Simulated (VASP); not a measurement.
# AgO (F-43m) in VASP: single point with r2SCAN

Aim: the single point of AgO with r2SCAN.

All numbers are computed with VASP 6.6.1; they aren't measurements. Logs are shortened: lines on timing, memory, paths and dates and some standing lists are left out, and cuts for length are marked.

## (1) The cell of the first run

Symmetry: F-43m, No. 216, cubic system. The conventional cell has a = 4.816 Å, b = 4.816 Å, c = 4.816 Å, α = 90.00°, β = 90.00°, γ = 90.00°. Within 2.8 Å of Ag (site symmetry -43m) lie 4 O at 2.09 Å. Within 2.8 Å of O (site symmetry -43m) lie 4 Ag at 2.09 Å.

## (2) Single point, r2SCAN

File POSCAR:

```
AgO
1.0
    0.0000000000      2.4080000000      2.4080000000
    2.4080000000      0.0000000000      2.4080000000
    2.4080000000      2.4080000000      0.0000000000
Ag O
1 1
Direct
    0.0000000000      0.0000000000      0.0000000000
    0.7500000000      0.7500000000      0.7500000000
```

File INCAR.step1:

```
PREC     = Accurate       # precision mode
ENCUT    = 520            # plane-wave cutoff, eV
ISMEAR   = 0              # smearing method
SIGMA    = 0.15           # smearing width, eV
LREAL    = False          # projectors in reciprocal space
LASPH    = True           # aspherical terms in the spheres
NELM     = 60             # most SCF steps
NBANDS   = 16             # bands
GGA      = PE             # functional
ALGO     = Normal         # electronic algorithm
EDIFF    = 1E-4           # SCF threshold, eV
LWAVE    = True           # write WAVECAR
LCHARG   = False          # write CHGCAR
```

File INCAR.step2:

```
PREC     = Accurate       # precision mode
ENCUT    = 520            # plane-wave cutoff, eV
EDIFF    = 1E-6           # SCF threshold, eV
ISMEAR   = 0              # smearing method
SIGMA    = 0.15           # smearing width, eV
LREAL    = False          # projectors in reciprocal space
LASPH    = True           # aspherical terms in the spheres
NELM     = 60             # most SCF steps
ALGO     = Normal         # electronic algorithm
ISIF     = 2              # what is computed and relaxed
LWAVE    = False          # write WAVECAR
LCHARG   = False          # write CHGCAR
METAGGA  = R2SCAN         # meta-GGA
LMIXTAU  = True         
NBANDS   = 16             # bands
ISTART   = 1
```

File KPOINTS:

```
regular mesh
0
Gamma
  18 18 18
```

Potentials or basis: VASP PAW PBE potentials, release 64 (Ag, O).

Started as:

```console
$ cat potpaw_PBE.64/Ag/POTCAR potpaw_PBE.64/O/POTCAR > POTCAR
$ cp INCAR.step1 INCAR
$ mpirun -np 1 vasp_std > vasp.out
$ cp INCAR.step2 INCAR
$ mpirun -np 1 vasp_std > vasp.out
```

OUTCAR:

```text
PREC = Accurate
   ENCUT = 520
   EDIFF = 1E-6
   ISMEAR = 0
   LREAL = False
   LASPH = True
   NELM = 60
   ISIF = 2
   METAGGA = R2SCAN
   ISTART = 1

 ion  position               nearest neighbor table
   1  0.000  0.000  0.000-   2 2.09   2 2.09   2 2.09   2 2.09
   2  0.750  0.750  0.750-   1 2.09   1 2.09   1 2.09   1 2.09

  LATTYP: Found a face centered cubic cell.
 ALAT       =     4.8160000000

  Lattice vectors:

 A1 = (   0.0000000000,   2.4080000000,   2.4080000000)
 A2 = (   2.4080000000,   0.0000000000,   2.4080000000)
 A3 = (   2.4080000000,   2.4080000000,   0.0000000000)

Analysis of symmetry for initial positions (statically):
=====================================================================
 Subroutine PRICEL returns:
 Original cell was already a primitive cell.

 Routine SETGRP: Setting up the symmetry group for a
 face centered cubic supercell.

 Subroutine GETGRP returns: Found 24 space group operations
 (whereof 24 operations were pure point group operations)
 out of a pool of 48 trial point group operations.

The static configuration has the point symmetry T_d .

Analysis of symmetry for dynamics (positions and initial velocities):
=====================================================================
 Subroutine PRICEL returns:
 Original cell was already a primitive cell.

 Routine SETGRP: Setting up the symmetry group for a
 face centered cubic supercell.

 Subroutine GETGRP returns: Found 24 space group operations
 (whereof 24 operations were pure point group operations)
 out of a pool of 48 trial point group operations.

The dynamic configuration has the point symmetry T_d .

 Subroutine INISYM returns: Found 24 space group operations
 (whereof 24 operations are pure point group operations),
 and found     1 'primitive' translations

----------------------------------------------------------------------------------------

                                     Primitive cell

  volume of cell :      27.9254

  direct lattice vectors                    reciprocal lattice vectors
     0.000000000  2.408000000  2.408000000    -0.207641196  0.207641196  0.207641196
     2.408000000  0.000000000  2.408000000     0.207641196 -0.207641196  0.207641196
     2.408000000  2.408000000  0.000000000     0.207641196  0.207641196 -0.207641196

  length of vectors
     3.405426258  3.405426258  3.405426258     0.359645101  0.359645101  0.359645101

  position of ions in fractional coordinates (direct lattice)
     0.000000000  0.000000000  0.000000000
     0.750000000  0.750000000  0.750000000

  ion indices of the primitive-cell ions
   primitive index   ion index
                 1           1
                 2           2

----------------------------------------------------------------------------------------

 KPOINTS: regular mesh

Automatic generation of k-mesh.
 Grid dimensions read from file:
 generate k-points for:   18   18   18

 Generating k-lattice:

  Cartesian coordinates                     Fractional coordinates (reciprocal lattice)
    -0.011535622  0.011535622  0.011535622     0.055555556  0.000000000  0.000000000
     0.011535622 -0.011535622  0.011535622     0.000000000  0.055555556  0.000000000
     0.011535622  0.011535622 -0.011535622     0.000000000  0.000000000  0.055555556

  Length of vectors
     0.019980283  0.019980283  0.019980283

  Shift w.r.t. Gamma in fractional coordinates (k-lattice)
     0.000000000  0.000000000  0.000000000

 Subroutine IBZKPT returns following result:
 ===========================================

 Found    195 irreducible k-points:

 Following reciprocal coordinates:
            Coordinates               Weight
  0.000000  0.000000  0.000000      1.000000
  0.055556  0.000000  0.000000      8.000000
  0.111111  0.000000  0.000000      8.000000
  0.166667  0.000000  0.000000      8.000000
  0.222222  0.000000  0.000000      8.000000
  0.277778  0.000000  0.000000      8.000000
[... 16 lines left out ...]
 -0.277778  0.055556  0.000000     24.000000
 -0.222222  0.055556  0.000000     24.000000
 [... further k-points ...]
   k-points           NKPTS =    195   k-points in BZ     NKDIM =    195   number of bands    NBANDS=     16
   number of dos      NEDOS =    301   number of ions     NIONS =      2
   total plane-waves  NPLWV =  21952
   dimension x,y,z NGX =    28 NGY =   28 NGZ =   28
   dimension x,y,z NGXF=    56 NGYF=   56 NGZF=   56
   ions per type =               1   1
   NGX,Y,Z   is equivalent  to a cutoff of  13.67, 13.67, 13.67 a.u.
   NGXF,Y,Z  is equivalent  to a cutoff of  27.34, 27.34, 27.34 a.u.
 SYSTEM =  unknown system
   PREC   = accura    normal or accurate (medium, high low for compatibility)
   ISTART =      1    job   : 0-new  1-cont  2-samecut
   ICHARG =      0    charge: 1-file 2-atom 10-const
   ISPIN  =      1    spin polarized calculation?
   LNONCOLLINEAR =      F non collinear calculations
   LSORBIT =      F    spin-orbit coupling
   LASPH  =      T    aspherical Exc in radial PAW
   ENCUT  =  520.0 eV  38.22 Ry    6.18 a.u.   6.33  6.33  6.33*2*pi/ulx,y,z
   NELM   =     60;   NELMIN=  2; NELMDL=  0     # of ELM steps
   EDIFF  = 0.1E-05   stopping-criterion for ELM
   LREAL  =      F    real-space projection
   EDIFFG = 0.1E-04   stopping-criterion for IOM
   NSW    =      0    number of steps for IOM
   IBRION =     -1    ionic relax: 0-MD 1-quasi-New 2-CG
   NFREE  =      0    steps in history (QN), initial steepest desc. (CG)
   ISIF   =      2    stress and relaxation
   ISYM   =      2    0-nonsym 1-usesym 2-fastsym
   POTIM  = 0.5000    time-step for ionic-motion
   TEBEG  =    0.0;   TEEND  =   0.0 temperature during run
   PSTRESS=    0.0 pullay stress
   NELECT =      17.0000    total number of electrons
   NUPDOWN=      -1.0000    fix difference up-down
   EMIN   =  10.00;   EMAX   =-10.00  energy-range for DOS
   EFERMI =   0.00;   METHOD = LEGACY
   ISMEAR =     0;   SIGMA  =   0.15  broadening in eV -4-tet -1-fermi 0-gaus
   EFERMI_NEDOS =   21; number of points for ismear=-14 and -15
   IALGO  =     38    algorithm
   IMIX   =      4    mixing-type and parameters
     AMIX     =   0.40;   BMIX     =  1.00
     AMIX_MAG =   1.60;   BMIX_MAG =  1.00
  volume/ion in A,a.u.               =      13.96        94.22
  Fermi-wavevector in a.u.,A,eV,Ry     =   1.387473  2.621944 26.192336  1.925082
  Thomas-Fermi vector in A             =   2.511691
   LORBIT       =      0    0 simple, 1 ext, 2 COOP (PROOUT), +10 PAW based schemes
   METAGGA = R2SCAN    functional components
   LHFCALC =     F    Hartree Fock is set to
   AEXX    =    0.0000 exact exchange contribution
   IVDW    =     0    specifies the selected vdW correction
   LEPSILON=     F    determine dielectric tensor
   LRPA    =     F    only Hartree local field effects (RPA)
 non-spin polarized calculation
 Gauss-broadening in eV      SIGMA  =   0.15
  energy-cutoff  :      520.00
  volume of cell :       27.93
 maximum number of plane-waves:       769
 NGX is ok and might be reduce to    28
   NGX = 13   NGY = 13   NGZ = 13

 number of electron      16.9999997 magnetization

 Free energy of the ion-electron system (eV)
  ---------------------------------------------------
  ext. energy  EPLUGINS =         0.00000000
  ---------------------------------------------------
  free energy    TOTEN  =       -26.84911775 eV

  energy without entropy =      -26.82606346  energy(sigma->0) =      -26.83759060

 E-fermi :   4.7204     XC(G=0): -11.6998

 val. band max:        4.7172241259   @ k =   0.3889   0.2222   0.0556
 cond. band min:       4.7233802754   @ k =  -0.3333   0.1667   0.0556
 fundamental gap:      0.0061561495
 Fermi energy:         4.7203763664

 k-point     1 :       0.0000    0.0000    0.0000
  band No.  band energies     occupation
      1     -14.8083      2.00000
      2      -1.5295      2.00000
      3      -1.5294      2.00000
      4      -1.5294      2.00000
      5       1.3296      2.00000
      6       1.3296      2.00000
[... 8 lines left out ...]
     15      25.1858      0.00000
     16      25.1858      0.00000

 k-point     2 :       0.0556    0.0000    0.0000
  band No.  band energies     occupation
      1     -14.7978      2.00000
      2      -1.5366      2.00000
      3      -1.5137      2.00000
      4      -1.5137      2.00000
      5       1.3249      2.00000
      6       1.3249      2.00000
[... 8 lines left out ...]
     15      25.0513      0.00000
     16      25.0514      0.00000

 k-point     3 :       0.1111    0.0000    0.0000
  band No.  band energies     occupation
      1     -14.7681      2.00000
      2      -1.5492      2.00000
      3      -1.4688      2.00000
      4      -1.4688      2.00000
      5       1.3142      2.00000
      6       1.3142      2.00000
[... 8 lines left out ...]
     15      24.7619      0.00000
     16      24.7619      0.00000

 k-point     4 :       0.1667    0.0000    0.0000
  band No.  band energies     occupation
      1     -14.7230      2.00000
      2      -1.5448      2.00000
      3      -1.4020      2.00000
      4      -1.4020      2.00000
      5       1.3059      2.00000
      6       1.3059      2.00000
[... 8 lines left out ...]
     15      24.5153      0.00000
     16      24.5153      0.00000

 k-point     5 :       0.2222    0.0000    0.0000
  band No.  band energies     occupation
      1     -14.6680      2.00000
      2      -1.4982      2.00000
      3      -1.3239      2.00000
      4      -1.3239      2.00000
      5       1.3115      2.00000
      6       1.3115      2.00000
[... 8 lines left out ...]
     15      24.4566      0.00000
     16      24.4566      0.00000

 k-point     6 :       0.2778    0.0000    0.0000
  band No.  band energies     occupation
      1     -14.6101      2.00000
      2      -1.3906      2.00000
      3      -1.2470      2.00000
      4      -1.2470      2.00000
      5       1.3401      2.00000
      6       1.3401      2.00000
[... 8 lines left out ...]
     15      24.6490      0.00000
     16      24.6490      0.00000
[... 267 lines left out ...]
 k-point    21 :      -0.3889    0.0556    0.0000
  band No.  band energies     occupation
      1     -14.4976      2.00000
      2      -1.1189      2.00000
      3      -1.1115      2.00000
      4      -0.9019      2.00000
      5       1.4313      2.00000
      6       1.5247      2.00000
[... 8 lines left out ...]
     15      25.4933      0.00000
     16      26.0543      0.00000

 k-point    22 :      -0.3333    0.0556    0.0000
  band No.  band energies     occupation
      1     -14.5356      2.00000
      2      -1.1768      2.00000
      3      -1.1582      2.00000
      4      -1.1066      2.00000
      5       1.3535      2.00000
      6       1.4737      2.00000
[... 8 lines left out ...]
     15      24.7561      0.00000
     16      25.7240      0.00000

 k-point    23 :      -0.2778    0.0556    0.0000
  band No.  band energies     occupation
      1     -14.5857      2.00000
      2      -1.3445      2.00000
      3      -1.2226      2.00000
      4      -1.1878      2.00000
      5       1.2922      2.00000
      6       1.4169      2.00000
[... 8 lines left out ...]
     15      24.1145      0.00000
     16      25.4360      0.00000

 k-point    24 :      -0.2222    0.0556    0.0000
  band No.  band energies     occupation
      1     -14.6420      2.00000
      2      -1.4762      2.00000
      3      -1.2994      2.00000
      4      -1.2591      2.00000
      5       1.2600      2.00000
      6       1.3736      2.00000
[... 8 lines left out ...]
     15      23.7147      0.00000
     16      25.3052      0.00000

 [... further k-points ...]
[... 5 lines left out ...]
  --------------------------------------------------------------------------------------
  -------------------------------------------------------------------------------------
  Total        2.4637062      2.4637062      2.4637062      0.0000000      0.0000000     -0.0000000
  in kB      141.3513807    141.3513807    141.3513807      0.0000000      0.0000000     -0.0000000
  external PRESSURE =     141.3513807 kB  Pullay stress =       0.0000000 kB

 VOLUME and BASIS-vectors are now :
 -----------------------------------------------------------------------------
  energy-cutoff  :      520.00
  volume of cell :       27.93
      direct lattice vectors                 reciprocal lattice vectors
     0.000000000  2.408000000  2.408000000    -0.207641196  0.207641196  0.207641196
     2.408000000  0.000000000  2.408000000     0.207641196 -0.207641196  0.207641196
     2.408000000  2.408000000  0.000000000     0.207641196  0.207641196 -0.207641196

 POSITION                                       TOTAL-FORCE (eV/Angst)
 -----------------------------------------------------------------------------------
      0.00000      0.00000      0.00000        -0.000000     -0.000000     -0.000000
      3.61200      3.61200      3.61200         0.000000      0.000000      0.000000
 -----------------------------------------------------------------------------------
    total drift:                                0.000010      0.000010      0.000010

  FREE ENERGIE OF THE ION-ELECTRON SYSTEM (eV)
  ---------------------------------------------------
  free  energy   TOTEN  =       -26.8491177466 eV

  energy  without entropy=      -26.8260634592  energy(sigma->0) =      -26.83759060
```

Run time: 2.6 min. Hardware: 1 thread of Intel Xeon 6975P-C (Granite Rapids), shared host; peak memory 0.23 GiB.

What came out:

```
Free energy : -26.8491 eV
Pressure    : 14.1 GPa
```

Caveat: the PAW data sets were made with another functional, which shifts forces and pressure a little; an odd number of electrons without spin polarisation forces a metal; a magnetic or distorted state may lie lower.
